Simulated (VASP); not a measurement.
# BN: single point with PBEsol-based global hybrid with 25 % exact exchange

BN:

```xyz
2
Lattice="0.0000 3.5246 2.1553 1.2453 0.0000 2.1553 1.2453 3.5246 0.0000" Properties=species:S:1:pos:R:3 pbc="T T T"
N     1.2453    3.5246    2.8735
B     1.2453    3.5246    0.0003
```

```yaml
Program: VASP 6.6.1
Task: single point
Functional: PBEsol-based global hybrid with 25 % exact exchange
Potentials_or_basis: VASP PAW PBE potentials, release 64 (N, B)
Cutoff: 520 eV
k_mesh: 7 × 7 × 7
Occupations: fermi-dirac, width 0.05 eV
Spin: no spin polarisation
Dipole_correction: no
Grid_for_exact_exchange_PRECFOCK: Normal
Share_of_exact_exchange: 0.25
Further_INCAR_settings: ALGO = Normal; EDIFF = 1e-07; NBANDS = 11
```

The pressure is 0.4 GPa and the band gap on the k mesh is 6.19 eV (least direct gap 7.24 eV).

Stress tensor (GPa, compression positive):
```
 0.61  0.00  0.00
 0.00 -0.16  0.00
 0.00  0.00  0.61
```

Levels at points of the mesh, in eV from the valence-band top:
```csv
k point,band 1,band 2,band 3,band 4,band 5,band 6,band 7,band 8
"(0.00, 0.00, 0.00)",-19.58,-4.90,-1.47,-1.47,6.71,14.32,14.39,16.32
```

Run time: 70 min on 1 thread of AMD EPYC 7R43 64-Core Processor (Zen 3), with other jobs on the host, peak memory 0.13 GiB.

Caveat: the k points lie up to 0.44 Å⁻¹ apart; the PAW data sets were made with another functional, which shifts forces and pressure a little. A k mesh can miss the band edges.
